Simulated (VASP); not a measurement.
Here is a VASP 6.6.1 calculation.

File INCAR:

```
ALGO = Normal
EDIFF = 1E-7
ENCUT = 520
GGA = PE
ISIF = 2
ISMEAR = -1
LASPH = True
LCHARG = False
LREAL = False
LWAVE = False
NBANDS = 14
NELM = 80
PREC = Accurate
SIGMA = 0.08
```

File KPOINTS:

```
k-points
0
Gamma
  11 11 11
```

Contents of POSCAR:

```
HfC
1.0
    0.0000000000      2.4965437627      2.4965437627
    2.4965437627      0.0000000000      2.4965437627
    2.4965437627      2.4965437627      0.0000000000
Hf C
1 1
Direct
    0.0000000000      0.0000000000      0.0000000000
    0.2500000000      0.2500000000      0.2500000000
```

Potentials or basis: VASP PAW PBE potentials, release 64 (Hf_pv, C).

Run with:

```bash
$ cat potpaw_PBE.64/Hf_pv/POTCAR potpaw_PBE.64/C/POTCAR > POTCAR
$ mpirun -np 1 vasp_std > vasp.out
```

Q: What does it give for the pressure?

A: 4.7 GPa.

Q: Predict the band gap on the k mesh.

A: 0.47 eV, indirect (least direct gap 0.48 eV).

Caveat: spin-orbit coupling is left out, which moves the levels of the heavy elements. A k mesh can miss the band edges.
